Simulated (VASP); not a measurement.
# H (I4/mmm) in VASP: a series of runs, part 2 of 3

VASP 6.6.1. Earlier steps stand in the parts before.

**3. Single point, LDA**

File INCAR:

```
ALGO = Normal ; EDIFF = 1E-7
ENCUT = 520 ; GGA = CA
ISIF = 2 ; ISMEAR = 0
LASPH = True ; LCHARG = False
LREAL = False ; LWAVE = False
NBANDS = 8 ; NELM = 100
PREC = Accurate ; SIGMA = 0.05
```

File KPOINTS:

```
k-points
0
Gamma
  10 10 10
```

File POSCAR:

```
H
1.0
   -1.6642468843      1.6642468843      2.1265303393
    1.6642468843     -1.6642468843      2.1265303393
    1.6642468843      1.6642468843     -2.1265303393
H
2
Direct
    0.9098622900      0.9098622900      0.0000000000
    0.0901377100      0.0901377100      0.0000000000
```

Potentials or basis: VASP PAW LDA potentials, release 64 (H).

Started as:

```sh
$ cat potpaw_LDA.64/H/POTCAR > POTCAR
$ mpirun -np 1 vasp_std > vasp.out
```

OUTCAR:

```text
EDIFF = 1E-7
   ENCUT = 520
   GGA = CA
   ISIF = 2
   ISMEAR = 0
   LASPH = True
   LREAL = False
   NELM = 100
   PREC = Accurate

 ion  position               nearest neighbor table
   1  0.910  0.910  0.000-   2 0.77
   2  0.090  0.090  0.000-   1 0.77

  LATTYP: Found a body centered tetragonal cell.
 ALAT       =     3.3284937686
 C/A-ratio  =     1.2777733637

  Lattice vectors:

 A1 = (  -1.6642468843,   1.6642468843,   2.1265303393)
 A2 = (   1.6642468843,  -1.6642468843,   2.1265303393)
 A3 = (   1.6642468843,   1.6642468843,  -2.1265303393)

Analysis of symmetry for initial positions (statically):
=====================================================================
 Subroutine PRICEL returns:
 Original cell was already a primitive cell.

 Routine SETGRP: Setting up the symmetry group for a
 body centered tetragonal supercell.

 Subroutine GETGRP returns: Found 16 space group operations
 (whereof 16 operations were pure point group operations)
 out of a pool of 16 trial point group operations.

The static configuration has the point symmetry D_4h.

Analysis of symmetry for dynamics (positions and initial velocities):
=====================================================================
 Subroutine PRICEL returns:
 Original cell was already a primitive cell.

 Routine SETGRP: Setting up the symmetry group for a
 body centered tetragonal supercell.

 Subroutine GETGRP returns: Found 16 space group operations
 (whereof 16 operations were pure point group operations)
 out of a pool of 16 trial point group operations.

The dynamic configuration has the point symmetry D_4h.

 Subroutine INISYM returns: Found 16 space group operations
 (whereof 16 operations are pure point group operations),
 and found     1 'primitive' translations

[... 116 lines left out ...]
  Fermi-wavevector in a.u.,A,eV,Ry     =   0.719497  1.359653  7.043413  0.517676
  Thomas-Fermi vector in A             =   1.808708
   LORBIT       =      0    0 simple, 1 ext, 2 COOP (PROOUT), +10 PAW based schemes
   GGA     = CA    functional components
   LHFCALC =     F    Hartree Fock is set to
   AEXX    =    0.0000 exact exchange contribution
   IVDW    =     0    specifies the selected vdW correction
   LEPSILON=     F    determine dielectric tensor
   LRPA    =     F    only Hartree local field effects (RPA)
 non-spin polarized calculation
 Gauss-broadening in eV      SIGMA  =   0.05
  energy-cutoff  :      520.00
  volume of cell :       23.56
 maximum number of plane-waves:       648
   NGX = 11   NGY = 11   NGZ = 11

 number of electron       2.0000000 magnetization

 Free energy of the ion-electron system (eV)
  ---------------------------------------------------
  ext. energy  EPLUGINS =         0.00000000
  ---------------------------------------------------
  free energy    TOTEN  =        -6.77924005 eV

  energy without entropy =       -6.77924005  energy(sigma->0) =       -6.77924005

 E-fermi :  -7.6156     XC(G=0):  -5.9438

 val. band max:       -7.9249010552   @ k =   0.5000   0.5000   0.5000
 cond. band min:       0.1953743571   @ k =   0.5000   0.0000  -0.0000
 fundamental gap:      8.1202754123
 Fermi energy:        -7.6155839223

 k-point     1 :       0.0000    0.0000    0.0000
  band No.  band energies     occupation
      1     -10.5198      2.00000
      2       5.1931      0.00000
      3       8.6393      0.00000
      4      14.9982      0.00000
      5      14.9982      0.00000
      6      16.7362      0.00000
      7      16.7362      0.00000
      8      18.0953      0.00000
[... 243 lines left out ...]
 k-point    24 :       0.4000    0.3000   -0.0000
  band No.  band energies     occupation
      1      -8.4430      2.00000
      2       1.7505      0.00000
      3       3.8202      0.00000
      4       8.7554      0.00000
      5      10.1585      0.00000
      6      17.9841      0.00000
      7      18.6924      0.00000
      8      21.0371      0.00000

 [... further k-points ...]

------------------------ aborting loop because EDIFF is reached ----------------------------------------

  FORCE on cell =-STRESS in cart. coord.  units (eV):
  Direction    XX          YY          ZZ          XY          YZ          ZX
  --------------------------------------------------------------------------------------
  -------------------------------------------------------------------------------------
  Total       -0.1335560     -0.1335560     -0.0366787      0.0000000      0.0000000      0.0000000
  in kB       -9.0825285     -9.0825285     -2.4943484      0.0000000      0.0000000      0.0000000
  external PRESSURE =      -6.8864685 kB  Pullay stress =       0.0000000 kB

 VOLUME and BASIS-vectors are now :
 -----------------------------------------------------------------------------
  energy-cutoff  :      520.00
  volume of cell :       23.56
      direct lattice vectors                 reciprocal lattice vectors
    -1.664246884  1.664246884  2.126530339     0.000000000  0.300436194  0.235124790
     1.664246884 -1.664246884  2.126530339     0.300436194  0.000000000  0.235124790
     1.664246884  1.664246884 -2.126530339     0.300436194  0.300436194  0.000000000

 POSITION                                       TOTAL-FORCE (eV/Angst)
 -----------------------------------------------------------------------------------
      0.00000      0.00000      3.86970         0.000000      0.000000     -0.127776
      0.00000      0.00000      0.38336        -0.000000     -0.000000      0.127776
 -----------------------------------------------------------------------------------
    total drift:                               -0.000000      0.000000     -0.000000

  FREE ENERGIE OF THE ION-ELECTRON SYSTEM (eV)
  ---------------------------------------------------
  free  energy   TOTEN  =        -6.7792400511 eV

  energy  without entropy=       -6.7792400511  energy(sigma->0) =       -6.77924005
```

stdout:

```text
POSCAR found type information on POSCAR H
 POSCAR found :  1 types and       2 ions
 scaLAPACK will be used
 LDA part: xc-table for (Slater(with rela. corr.)+CA(PZ))
 , standard interpolation
 POSCAR, INCAR and KPOINTS ok, starting setup
 FFT: planning ... GRIDC
 FFT: planning ... GRID_SOFT
 FFT: planning ... GRID
 WAVECAR not read
 entering main loop
```

It took 26 s on 1 thread of AMD EPYC 7R13, shared host; peak memory 0.1 GiB.

Results:

```yaml
Free_energy: -6.7792 eV
Pressure: -0.7 GPa
Largest_force: 0.128 eV/Å
Band_gap_on_the_k_mesh: 8.12 eV (least direct gap 8.98 eV)
```

Forces in eV/Å, atoms in the order of the input:
```
H    0.000  0.000 -0.128
H    0.000  0.000  0.128
```

Levels at points of the mesh, in eV from the valence-band top:
```
           k point  band 1  band 2  band 3  band 4  band 5
(0.00, 0.00, 0.00)   -2.59   13.12   16.56   22.92   22.92
(0.50, 0.00, 0.00)   -0.86    8.12   16.30   18.07   20.02
(0.50, 0.50, 0.00)   -0.55   10.02   13.29   15.35   17.88
(0.50, 0.50, 0.50)    0.00    9.01   14.55   15.80   15.80
```

 A k mesh can miss the band edges.

**4. Single point, LDA**

File INCAR:

```
PREC = Accurate
ENCUT = 520
EDIFF = 1E-6
ISMEAR = 0
SIGMA = 0.05
LREAL = F
LASPH = T
NELM = 100
ALGO = Normal
ISIF = 2
LWAVE = F
LCHARG = F
NBANDS = 8
```

File KPOINTS:

```
regular mesh
0
Gamma
  10 10 10
```

File POSCAR:

```
H
1.0
   -1.8221502708      1.8221502708      1.7739391090
    1.8221502708     -1.8221502708      1.7739391090
    1.8221502708      1.8221502708     -1.7739391090
H
2
Direct
    0.9098622900      0.9098622900      0.0000000000
    0.0901377100      0.0901377100      0.0000000000
```

Potentials or basis: VASP PAW LDA potentials, release 64 (H).

Started as:

```sh
$ cat potpaw_LDA.64/H/POTCAR > POTCAR
$ mpirun -np 1 vasp_std > vasp.out
```

OUTCAR:

```text
PREC = Accurate
   ENCUT = 520
   EDIFF = 1E-6
   ISMEAR = 0
   LREAL = F
   LASPH = T
   NELM = 100
   ISIF = 2

 ion  position               nearest neighbor table
   1  0.910  0.910  0.000-   2 0.64
   2  0.090  0.090  0.000-   1 0.64

  LATTYP: Found a body centered tetragonal cell.
 ALAT       =     3.6443005416
 C/A-ratio  =     0.9735416104

  Lattice vectors:

 A1 = (  -1.8221502708,   1.8221502708,   1.7739391090)
 A2 = (   1.8221502708,  -1.8221502708,   1.7739391090)
 A3 = (   1.8221502708,   1.8221502708,  -1.7739391090)

Analysis of symmetry for initial positions (statically):
=====================================================================
 Subroutine PRICEL returns:
 Original cell was already a primitive cell.

 Routine SETGRP: Setting up the symmetry group for a
 body centered tetragonal supercell.

 Subroutine GETGRP returns: Found 16 space group operations
 (whereof 16 operations were pure point group operations)
 out of a pool of 16 trial point group operations.

The static configuration has the point symmetry D_4h.

Analysis of symmetry for dynamics (positions and initial velocities):
=====================================================================
 Subroutine PRICEL returns:
 Original cell was already a primitive cell.

 Routine SETGRP: Setting up the symmetry group for a
 body centered tetragonal supercell.

 Subroutine GETGRP returns: Found 16 space group operations
 (whereof 16 operations were pure point group operations)
 out of a pool of 16 trial point group operations.

The dynamic configuration has the point symmetry D_4h.

 Subroutine INISYM returns: Found 16 space group operations
 (whereof 16 operations are pure point group operations),
 and found     1 'primitive' translations

----------------------------------------------------------------------------------------

                                     Primitive cell

  volume of cell :      23.5596

  direct lattice vectors                    reciprocal lattice vectors
    -1.822150271  1.822150271  1.773939109     0.000000000  0.274401079  0.281858604
     1.822150271 -1.822150271  1.773939109     0.274401079  0.000000000  0.281858604
     1.822150271  1.822150271 -1.773939109     0.274401079  0.274401079  0.000000000

  length of vectors
     3.128469783  3.128469783  3.128469783     0.393370340  0.393370340  0.388061727

  position of ions in fractional coordinates (direct lattice)
     0.909862290  0.909862290  0.000000000
     0.090137710  0.090137710  0.000000000

  ion indices of the primitive-cell ions
   primitive index   ion index
                 1           1
                 2           2

----------------------------------------------------------------------------------------

 KPOINTS: regular mesh

Automatic generation of k-mesh.
 Grid dimensions read from file:
 generate k-points for:   10   10   10

 Generating k-lattice:

  Cartesian coordinates                     Fractional coordinates (reciprocal lattice)
     0.000000000  0.027440108  0.028185860     0.100000000 -0.000000000  0.000000000
     0.027440108  0.000000000  0.028185860    -0.000000000  0.100000000  0.000000000
     0.027440108  0.027440108  0.000000000     0.000000000  0.000000000  0.100000000

  Length of vectors
     0.039337034  0.039337034  0.038806173

  Shift w.r.t. Gamma in fractional coordinates (k-lattice)
     0.000000000  0.000000000  0.000000000

 Subroutine IBZKPT returns following result:
 ===========================================

 Found    102 irreducible k-points:

 Following reciprocal coordinates:
            Coordinates               Weight
  0.000000  0.000000  0.000000      1.000000
  0.100000  0.000000 -0.000000      8.000000
  0.200000  0.000000 -0.000000      8.000000
  0.300000  0.000000 -0.000000      8.000000
  0.400000  0.000000  0.000000      8.000000
  0.500000  0.000000 -0.000000      4.000000
[... 16 lines left out ...]
  0.300000  0.300000 -0.000000      8.000000
  0.400000  0.300000  0.000000     16.000000
 [... further k-points ...]
   k-points           NKPTS =    102   k-points in BZ     NKDIM =    102   number of bands    NBANDS=      8
   number of dos      NEDOS =    301   number of ions     NIONS =      2
   total plane-waves  NPLWV =  13824
   dimension x,y,z NGX =    24 NGY =   24 NGZ =   24
   dimension x,y,z NGXF=    48 NGYF=   48 NGZF=   48
   ions per type =               2
   NGX,Y,Z   is equivalent  to a cutoff of  12.75, 12.75, 12.75 a.u.
   NGXF,Y,Z  is equivalent  to a cutoff of  25.51, 25.51, 25.51 a.u.
 SYSTEM =  unknown system
   PREC   = accura    normal or accurate (medium, high low for compatibility)
   ISTART =      0    job   : 0-new  1-cont  2-samecut
   ICHARG =      2    charge: 1-file 2-atom 10-const
   ISPIN  =      1    spin polarized calculation?
   LNONCOLLINEAR =      F non collinear calculations
   LSORBIT =      F    spin-orbit coupling
   LASPH  =      T    aspherical Exc in radial PAW
   ENCUT  =  520.0 eV  38.22 Ry    6.18 a.u.   5.82  5.82  5.82*2*pi/ulx,y,z
   NELM   =    100;   NELMIN=  2; NELMDL= -5     # of ELM steps
   EDIFF  = 0.1E-05   stopping-criterion for ELM
   LREAL  =      F    real-space projection
   EDIFFG = 0.1E-04   stopping-criterion for IOM
   NSW    =      0    number of steps for IOM
   IBRION =     -1    ionic relax: 0-MD 1-quasi-New 2-CG
   NFREE  =      0    steps in history (QN), initial steepest desc. (CG)
   ISIF   =      2    stress and relaxation
   ISYM   =      2    0-nonsym 1-usesym 2-fastsym
   POTIM  = 0.5000    time-step for ionic-motion
   TEBEG  =    0.0;   TEEND  =   0.0 temperature during run
   PSTRESS=    0.0 pullay stress
   NELECT =       2.0000    total number of electrons
   NUPDOWN=      -1.0000    fix difference up-down
   EMIN   =  10.00;   EMAX   =-10.00  energy-range for DOS
   EFERMI =   0.00;   METHOD = LEGACY
   ISMEAR =     0;   SIGMA  =   0.05  broadening in eV -4-tet -1-fermi 0-gaus
   EFERMI_NEDOS =   21; number of points for ismear=-14 and -15
   IALGO  =     38    algorithm
   IMIX   =      4    mixing-type and parameters
     AMIX     =   0.40;   BMIX     =  1.00
     AMIX_MAG =   1.60;   BMIX_MAG =  1.00
  volume/ion in A,a.u.               =      11.78        79.49
  Fermi-wavevector in a.u.,A,eV,Ry     =   0.719497  1.359653  7.043413  0.517676
  Thomas-Fermi vector in A             =   1.808708
   LORBIT       =      0    0 simple, 1 ext, 2 COOP (PROOUT), +10 PAW based schemes
   GGA     = CA    functional components
   LHFCALC =     F    Hartree Fock is set to
   AEXX    =    0.0000 exact exchange contribution
   IVDW    =     0    specifies the selected vdW correction
   LEPSILON=     F    determine dielectric tensor
   LRPA    =     F    only Hartree local field effects (RPA)
 non-spin polarized calculation
 Gauss-broadening in eV      SIGMA  =   0.05
  energy-cutoff  :      520.00
  volume of cell :       23.56
 maximum number of plane-waves:       658
   NGX = 11   NGY = 11   NGZ = 11

 number of electron       2.0000000 magnetization

 Free energy of the ion-electron system (eV)
  ---------------------------------------------------
  ext. energy  EPLUGINS =         0.00000000
  ---------------------------------------------------
  free energy    TOTEN  =        -6.41757778 eV

  energy without entropy =       -6.41757778  energy(sigma->0) =       -6.41757778

 E-fermi :  -8.4455     XC(G=0):  -5.7380

 val. band max:       -8.7365477148   @ k =   0.5000   0.5000   0.5000
 cond. band min:       0.6827193656   @ k =   0.5000   0.0000  -0.0000
 fundamental gap:      9.4192670804
 Fermi energy:        -8.4454709260

 k-point     1 :       0.0000    0.0000    0.0000
  band No.  band energies     occupation
      1     -11.0021      2.00000
      2       4.4320      0.00000
      3      10.4442      0.00000
      4      15.0135      0.00000
      5      15.0135      0.00000
      6      18.1977      0.00000
      7      18.3414      0.00000
      8      18.3414      0.00000
[... 243 lines left out ...]
 k-point    24 :       0.4000    0.3000    0.0000
  band No.  band energies     occupation
      1      -9.3023      2.00000
      2       2.2694      0.00000
      3       3.5071      0.00000
      4       9.3184      0.00000
      5      12.2217      0.00000
      6      17.1701      0.00000
      7      19.2765      0.00000
      8      21.4638      0.00000

 [... further k-points ...]
[... 5 lines left out ...]
  --------------------------------------------------------------------------------------
  -------------------------------------------------------------------------------------
  Total       -0.1188137     -0.1188137      3.9766011      0.0000000     -0.0000000      0.0000000
  in kB       -8.0799732     -8.0799732    270.4304134      0.0000000     -0.0000000      0.0000000
  external PRESSURE =      84.7568223 kB  Pullay stress =       0.0000000 kB

 VOLUME and BASIS-vectors are now :
 -----------------------------------------------------------------------------
  energy-cutoff  :      520.00
  volume of cell :       23.56
      direct lattice vectors                 reciprocal lattice vectors
    -1.822150271  1.822150271  1.773939109     0.000000000  0.274401079  0.281858604
     1.822150271 -1.822150271  1.773939109     0.274401079  0.000000000  0.281858604
     1.822150271  1.822150271 -1.773939109     0.274401079  0.274401079  0.000000000

 POSITION                                       TOTAL-FORCE (eV/Angst)
 -----------------------------------------------------------------------------------
      0.00000      0.00000      3.22808         0.000000      0.000000     -6.400001
      0.00000      0.00000      0.31980        -0.000000     -0.000000      6.400001
 -----------------------------------------------------------------------------------
    total drift:                               -0.000000      0.000000      0.000000

  FREE ENERGIE OF THE ION-ELECTRON SYSTEM (eV)
  ---------------------------------------------------
  free  energy   TOTEN  =        -6.4175777796 eV

  energy  without entropy=       -6.4175777796  energy(sigma->0) =       -6.41757778
```

stdout:

```text
POSCAR found type information on POSCAR H
 POSCAR found :  1 types and       2 ions
 scaLAPACK will be used
 LDA part: xc-table for (Slater(with rela. corr.)+CA(PZ))
 , standard interpolation
 POSCAR, INCAR and KPOINTS ok, starting setup
 FFT: planning ... GRIDC
 FFT: planning ... GRID_SOFT
 FFT: planning ... GRID
 WAVECAR not read
 entering main loop
```

Run time: 26 s. Hardware: 1 thread of AMD EPYC 7R13, shared host; peak memory 0.1 GiB.

What came out:

- Free energy: -6.4176 eV
- Pressure: 8.5 GPa
- Largest force: 6.400 eV/Å
- Band gap on the k mesh: 9.42 eV (least direct gap 10.11 eV)

Forces on the atoms (eV/Å):
```
H    0.000  0.000 -6.400
H    0.000  0.000  6.400
```

Stress tensor (GPa, compression positive):
```
-0.81  0.00  0.00
 0.00 -0.81  0.00
 0.00  0.00 27.04
```

Levels at points of the mesh, in eV from the valence-band top:
```csv
k point,band 1,band 2,band 3,band 4
"(0.00, 0.00, 0.00)",-2.27,13.17,19.18,23.75
"(0.50, 0.00, 0.00)",-0.69,9.42,16.40,19.22
"(0.50, 0.50, 0.00)",-0.81,10.12,16.59,16.64
"(0.50, 0.50, 0.50)",0.00,13.36,14.77,14.77
```

Caveat: the cell stands under pressure; forces of over 1 eV/Å act on the atoms, so gaps and moduli don't describe the material at rest.

(Part 2 of 3 ends here.)
